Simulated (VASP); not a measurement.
Cu6H, 14 atoms in the cell. The cell holds a slab with vacuum, 14 atoms: a = 5.133 Å, b = 5.133 Å, c = 21.529 Å, α = 90.00°, β = 90.00°, γ = 90.00°. 

| Property | Result |
| --- | --- |
| Program | VASP 6.6.1 |
| Task | single point |
| Functional | PBE |
| Potentials or basis | VASP PAW PBE potentials, release 64 (Cu, H) |
| Cutoff | 520 eV |
| k mesh | 5 × 5 × 1 |
| Occupations | gaussian, width 0.1 eV |
| Spin | no spin polarisation |
| Dipole correction | yes |
| Further INCAR settings | ALGO = Fast; EDIFF = 1e-06; NBANDS = 80 |

Potentials or basis: VASP PAW PBE potentials, release 64 (Cu, H).

Run with:

```sh
$ cat potpaw_PBE.64/Cu/POTCAR potpaw_PBE.64/H/POTCAR > POTCAR
$ mpirun -np 1 vasp_std > vasp.out
```

Hardware: 1 thread of Oxide Virtual Turin-like Processor, with other jobs on the host.

**Question.** How long does it take, and how much memory?

**Answer.** Wall time 27 min on 1 thread of Oxide Virtual Turin-like Processor (shared host), peak memory 0.68 GiB. Counts: scf iterations 29, k points 9.
